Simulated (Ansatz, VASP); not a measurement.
One calculation of GaN, two programs

```
CELL_PARAMETERS angstrom
3.18900 0.00000 0.00000
-1.59450 2.76176 0.00000
0.00000 0.00000 5.21611
ATOMIC_POSITIONS crystal
Ga 0.33333 0.66667 0.00047
Ga 0.66667 0.33333 0.50047
N 0.33333 0.66667 0.37653
N 0.66667 0.33333 0.87653
```

Alike in both runs: functional LDA; k mesh 8 × 8 × 5; occupations gaussian, width 0.05 eV; no spin polarisation.

Ansatz relaxed the structure, and its values are those at the end. VASP's run is a single point on that final structure, the one shown.

```csv
,VASP,Ansatz
version,VASP 6.6.1,Ansatz 0.2.0
potentials or method,"VASP PAW LDA potentials, release 64 (Ga_d, N)","scalar-relativistic, plane waves, PAW"
plane-wave cutoff (eV),520,420
valence electrons in the cell,36,36
```

VASP gave:

| Item | Value |
| --- | --- |
| pressure (GPa) | -6.2 |

Q: What did Ansatz give for the same quantities?

A: Pressure (GPa): -7.2.

LDA's correlation is that of Perdew and Zunger in VASP and of Perdew and Wang (1992) in Ansatz. Ansatz's warnings: stress scf threshold loose.
